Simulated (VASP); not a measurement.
# O (P6_3/mmc) in VASP: single point with PBE

Aim: the single point of O with PBE.

All numbers are computed with VASP 6.6.1; they aren't measurements. Logs are shortened: lines on timing, memory, paths and dates and some standing lists are left out, and cuts for length are marked.

## 1. The cell of the first run

Symmetry: P6_3/mmc, No. 194, hexagonal system. Conventional cell: a = 2.532 Å, b = 2.532 Å, c = 2.573 Å, α = 90.00°, β = 90.00°, γ = 120.00°. Within 2.6 Å of O (site symmetry -6m2) lie 14 O at 1.95 to 2.57 Å.

## 2. Single point, PBE

Contents of INCAR:

```
SYSTEM = O
  PREC = Accurate
  ENCUT = 520
  EDIFF = 1E-7
  ISMEAR = -1
  SIGMA = 0.05
  LREAL = .False.
  LASPH = .True.
  NELM = 100
  ALGO = Normal
  ISIF = 2
  LWAVE = .False.
  LCHARG = .False.
  GGA = PE
  NBANDS = 13
```

Contents of KPOINTS:

```
Automatic mesh
0
Gamma
  18 18 10
  0 0 0
```

Contents of POSCAR:

```
O
1.0
    2.5318701934      0.0000000000      0.0000000000
   -1.2659350967      2.1926639065      0.0000000000
    0.0000000000      0.0000000000      2.5730603424
O
2
Direct
    0.3333333333      0.6666666667      0.2500000000
    0.6666666667      0.3333333333      0.7500000000
```

Potentials or basis: VASP PAW PBE potentials, release 64 (O).

Launch:

```
cat potpaw_PBE.64/O/POTCAR > POTCAR
mpirun -np 1 vasp_std > vasp.out
```

OUTCAR:

```text
SYSTEM = O
   PREC = Accurate
   ENCUT = 520
   EDIFF = 1E-7
   ISMEAR = -1
   LREAL = .False.
   LASPH = .True.
   NELM = 100
   ISIF = 2
   GGA = PE

 ion  position               nearest neighbor table
   1  0.333  0.667  0.250-   2 1.95   2 1.95   2 1.95   2 1.95   2 1.95   2 1.95
   2  0.667  0.333  0.750-   1 1.95   1 1.95   1 1.95   1 1.95   1 1.95   1 1.95

  LATTYP: Found a hexagonal cell.
 ALAT       =     2.5318701934
 C/A-ratio  =     1.0162686654

  Lattice vectors:

 A1 = (   2.5318701934,   0.0000000000,   0.0000000000)
 A2 = (  -1.2659350967,   2.1926639065,   0.0000000000)
 A3 = (   0.0000000000,   0.0000000000,   2.5730603424)

Analysis of symmetry for initial positions (statically):
=====================================================================
 Subroutine PRICEL returns:
 Original cell was already a primitive cell.

 Routine SETGRP: Setting up the symmetry group for a
 hexagonal supercell.

 Subroutine GETGRP returns: Found 24 space group operations
 (whereof 12 operations were pure point group operations)
 out of a pool of 24 trial point group operations.

The static configuration has the point symmetry D_3d.
 The point group associated with its full space group is D_6h.

Analysis of symmetry for dynamics (positions and initial velocities):
=====================================================================
 Subroutine PRICEL returns:
 Original cell was already a primitive cell.

 Routine SETGRP: Setting up the symmetry group for a
 hexagonal supercell.

 Subroutine GETGRP returns: Found 24 space group operations
 (whereof 12 operations were pure point group operations)
 out of a pool of 24 trial point group operations.

The dynamic configuration has the point symmetry D_3d.
 The point group associated with its full space group is D_6h.

 Subroutine INISYM returns: Found 24 space group operations
 (whereof 12 operations are pure point group operations),
 and found     1 'primitive' translations

----------------------------------------------------------------------------------------

                                     Primitive cell

  volume of cell :      14.2844

  direct lattice vectors                    reciprocal lattice vectors
     2.531870193  0.000000000  0.000000000     0.394964956  0.228033124  0.000000000
    -1.265935097  2.192663906  0.000000000     0.000000000  0.456066248  0.000000000
     0.000000000  0.000000000  2.573060342     0.000000000  0.000000000  0.388642265

  length of vectors
     2.531870193  2.531870193  2.573060342     0.456066248  0.456066248  0.388642265

  position of ions in fractional coordinates (direct lattice)
     0.333333333  0.666666667  0.250000000
     0.666666667  0.333333333  0.750000000

  ion indices of the primitive-cell ions
   primitive index   ion index
                 1           1
                 2           2

----------------------------------------------------------------------------------------

 KPOINTS: Automatic mesh

Automatic generation of k-mesh.
 Grid dimensions read from file:
 generate k-points for:   18   18   10

 Generating k-lattice:

  Cartesian coordinates                     Fractional coordinates (reciprocal lattice)
     0.021942498  0.012668507  0.000000000     0.055555556  0.000000000  0.000000000
     0.000000000  0.025337014  0.000000000     0.000000000  0.055555556  0.000000000
     0.000000000  0.000000000  0.038864227     0.000000000  0.000000000  0.100000000

  Length of vectors
     0.025337014  0.025337014  0.038864227

  Shift w.r.t. Gamma in fractional coordinates (k-lattice)
     0.000000000  0.000000000  0.000000000

 Subroutine IBZKPT returns following result:
 ===========================================

 Found    222 irreducible k-points:

 Following reciprocal coordinates:
            Coordinates               Weight
  0.000000  0.000000  0.000000      1.000000
  0.055556  0.000000  0.000000      6.000000
  0.111111  0.000000  0.000000      6.000000
  0.166667  0.000000  0.000000      6.000000
  0.222222  0.000000  0.000000      6.000000
  0.277778  0.000000  0.000000      6.000000
[... 16 lines left out ...]
  0.333333  0.111111  0.000000     12.000000
  0.388889  0.111111  0.000000     12.000000
 [... further k-points ...]
   k-points           NKPTS =    222   k-points in BZ     NKDIM =    222   number of bands    NBANDS=     13
   number of dos      NEDOS =    301   number of ions     NIONS =      2
   total plane-waves  NPLWV =   8000
   dimension x,y,z NGX =    20 NGY =   20 NGZ =   20
   dimension x,y,z NGXF=    40 NGYF=   40 NGZF=   40
   ions per type =               2
   NGX,Y,Z   is equivalent  to a cutoff of  13.13, 13.13, 12.92 a.u.
   NGXF,Y,Z  is equivalent  to a cutoff of  26.26, 26.26, 25.84 a.u.
 SYSTEM =  O
   PREC   = accura    normal or accurate (medium, high low for compatibility)
   ISTART =      0    job   : 0-new  1-cont  2-samecut
   ICHARG =      2    charge: 1-file 2-atom 10-const
   ISPIN  =      1    spin polarized calculation?
   LNONCOLLINEAR =      F non collinear calculations
   LSORBIT =      F    spin-orbit coupling
   LASPH  =      T    aspherical Exc in radial PAW
   ENCUT  =  520.0 eV  38.22 Ry    6.18 a.u.   4.71  4.71  4.78*2*pi/ulx,y,z
   NELM   =    100;   NELMIN=  2; NELMDL= -5     # of ELM steps
   EDIFF  = 0.1E-06   stopping-criterion for ELM
   LREAL  =      F    real-space projection
   EDIFFG = 0.1E-05   stopping-criterion for IOM
   NSW    =      0    number of steps for IOM
   IBRION =     -1    ionic relax: 0-MD 1-quasi-New 2-CG
   NFREE  =      0    steps in history (QN), initial steepest desc. (CG)
   ISIF   =      2    stress and relaxation
   ISYM   =      2    0-nonsym 1-usesym 2-fastsym
   POTIM  = 0.5000    time-step for ionic-motion
   TEBEG  =    0.0;   TEEND  =   0.0 temperature during run
   PSTRESS=    0.0 pullay stress
   NELECT =      12.0000    total number of electrons
   NUPDOWN=      -1.0000    fix difference up-down
   EMIN   =  10.00;   EMAX   =-10.00  energy-range for DOS
   EFERMI =   0.00;   METHOD = LEGACY
   ISMEAR =    -1;   SIGMA  =   0.05  broadening in eV -4-tet -1-fermi 0-gaus
   EFERMI_NEDOS =   21; number of points for ismear=-14 and -15
   IALGO  =     38    algorithm
   IMIX   =      4    mixing-type and parameters
     AMIX     =   0.40;   BMIX     =  1.00
     AMIX_MAG =   1.60;   BMIX_MAG =  1.00
  volume/ion in A,a.u.               =       7.14        48.20
  Fermi-wavevector in a.u.,A,eV,Ry     =   1.544712  2.919082 32.465325  2.386134
  Thomas-Fermi vector in A             =   2.650194
   LORBIT       =      0    0 simple, 1 ext, 2 COOP (PROOUT), +10 PAW based schemes
   GGA     = PE    functional components
   LHFCALC =     F    Hartree Fock is set to
   AEXX    =    0.0000 exact exchange contribution
   IVDW    =     0    specifies the selected vdW correction
   LEPSILON=     F    determine dielectric tensor
   LRPA    =     F    only Hartree local field effects (RPA)
 non-spin polarized calculation
  energy-cutoff  :      520.00
  volume of cell :       14.28
 maximum number of plane-waves:       399
 NGX is ok and might be reduce to    20
   NGX =  9   NGY =  9   NGZ =  9

 number of electron      11.9999999 magnetization

 Free energy of the ion-electron system (eV)
  ---------------------------------------------------
  ext. energy  EPLUGINS =         0.00000000
  ---------------------------------------------------
  free energy    TOTEN  =        -5.65437684 eV

  energy without entropy =       -5.64691715  energy(sigma->0) =       -5.65064700

 E-fermi :   3.9691     XC(G=0): -12.5429

 val. band max:        3.9533389183   @ k =   0.1667   0.0000   0.1000
 cond. band min:       3.9860192767   @ k =   0.2222   0.0000   0.0000
 fundamental gap:      0.0326803584
 Fermi energy:         3.9690574799

 k-point     1 :       0.0000    0.0000    0.0000
  band No.  band energies     occupation
      1     -19.3947      2.00000
      2      -9.3208      2.00000
      3      -1.6867      2.00000
      4       1.0044      2.00000
      5       1.0044      2.00000
      6       4.6893      0.00000
      7       4.6893      0.00000
      8       6.6446      0.00000
      9      20.5371      0.00000
     10      21.0734      0.00000
     11      30.8916      0.00000
     12      30.8916      0.00000
     13      37.2655      0.00000

 k-point     2 :       0.0556    0.0000    0.0000
  band No.  band energies     occupation
      1     -19.3328      2.00000
      2      -9.3823      2.00000
      3      -1.6357      2.00000
      4       0.9210      2.00000
      5       0.9213      2.00000
      6       4.6261      0.00000
      7       4.7508      0.00000
      8       6.5796      0.00000
      9      20.6141      0.00000
     10      21.2185      0.00000
     11      30.5210      0.00000
     12      31.0371      0.00000
     13      37.5087      0.00000

 k-point     3 :       0.1111    0.0000    0.0000
  band No.  band energies     occupation
      1     -19.1479      2.00000
      2      -9.5689      2.00000
      3      -1.4843      2.00000
      4       0.6883      2.00000
      5       0.6972      2.00000
      6       4.4566      0.00012
      7       4.9116      0.00000
      8       6.3883      0.00000
      9      20.7967      0.00000
     10      21.6376      0.00000
     11      29.7668      0.00000
     12      31.4754      0.00000
     13      36.6309      0.00000
[... 305 lines left out ...]
 k-point    23 :       0.3333    0.1111    0.0000
  band No.  band energies     occupation
      1     -16.5464      2.00000
      2     -12.3906      2.00000
      3      -2.0411      2.00000
      4       0.2696      2.00000
      5       0.5595      2.00000
      6       3.4438      1.99995
      7       4.0049      0.65590
      8       5.6475      0.00000
      9      20.3724      0.00000
     10      26.0468      0.00000
     11      28.8287      0.00000
     12      30.4271      0.00000
     13      36.6074      0.00000

 k-point    24 :       0.3889    0.1111    0.0000
  band No.  band energies     occupation
      1     -15.9927      2.00000
      2     -12.9874      2.00000
      3      -2.2786      2.00000
      4       0.2866      2.00000
      5       0.9593      2.00000
      6       3.3353      1.99999
      7       3.5731      1.99927
      8       5.6968      0.00000
      9      20.1527      0.00000
     10      26.7539      0.00000
     11      28.9053      0.00000
     12      29.9830      0.00000
     13      36.6237      0.00000

 [... further k-points ...]

------------------------ aborting loop because EDIFF is reached ----------------------------------------

  FORCE on cell =-STRESS in cart. coord.  units (eV):
  Direction    XX          YY          ZZ          XY          YZ          ZX
  --------------------------------------------------------------------------------------
  -------------------------------------------------------------------------------------
  Total        2.2862746      2.2862746      2.2927972      0.0000000     -0.0000000      0.0000000
  in kB      256.4339402    256.4339402    257.1655311      0.0000000     -0.0000000      0.0000000
  external PRESSURE =     256.6778038 kB  Pullay stress =       0.0000000 kB

 VOLUME and BASIS-vectors are now :
 -----------------------------------------------------------------------------
  energy-cutoff  :      520.00
  volume of cell :       14.28
      direct lattice vectors                 reciprocal lattice vectors
     2.531870193  0.000000000  0.000000000     0.394964956  0.228033124  0.000000000
    -1.265935097  2.192663906  0.000000000     0.000000000  0.456066248  0.000000000
     0.000000000  0.000000000  2.573060342     0.000000000  0.000000000  0.388642265

 POSITION                                       TOTAL-FORCE (eV/Angst)
 -----------------------------------------------------------------------------------
     -0.00000      1.46178      0.64327         0.000000      0.000000      0.000000
      1.26594      0.73089      1.92980        -0.000000     -0.000000      0.000000
 -----------------------------------------------------------------------------------
    total drift:                               -0.000000      0.000000      0.000000

  FREE ENERGIE OF THE ION-ELECTRON SYSTEM (eV)
  ---------------------------------------------------
  free  energy   TOTEN  =        -5.6543768398 eV

  energy  without entropy=       -5.6469171516  energy(sigma->0) =       -5.65064700
```

It took 20 s on 1 thread of Intel Xeon 6975P-C (Granite Rapids), shared host; peak memory 0.14 GiB.

What came out:

- Free energy: -5.6544 eV
- Pressure: 25.7 GPa
- Band gap on the k mesh: zero (band 6 reaches 4.69 eV, above the bottom of band 7 at 2.29 eV)

Levels at points of the mesh, in eV from the Fermi level:
| k point | band 3 | band 4 | band 5 | band 6 | band 7 | band 8 | band 9 | band 10 |
| --- | --- | --- | --- | --- | --- | --- | --- | --- |
| (0.00, 0.00, 0.00) | -5.66 | -2.96 | -2.96 | 0.72 | 0.72 | 2.68 | 16.57 | 17.10 |
| (0.50, 0.00, 0.00) | -5.08 | -4.88 | -2.99 | -0.59 | -0.43 | 1.87 | 15.63 | 23.23 |
| (0.00, 0.00, 0.50) | -1.45 | -1.45 | -0.99 | -0.99 | -0.99 | -0.99 | 20.14 | 20.14 |
| (0.50, 0.00, 0.50) | -7.98 | -7.98 | -1.87 | -1.87 | 1.50 | 1.50 | 19.17 | 19.17 |
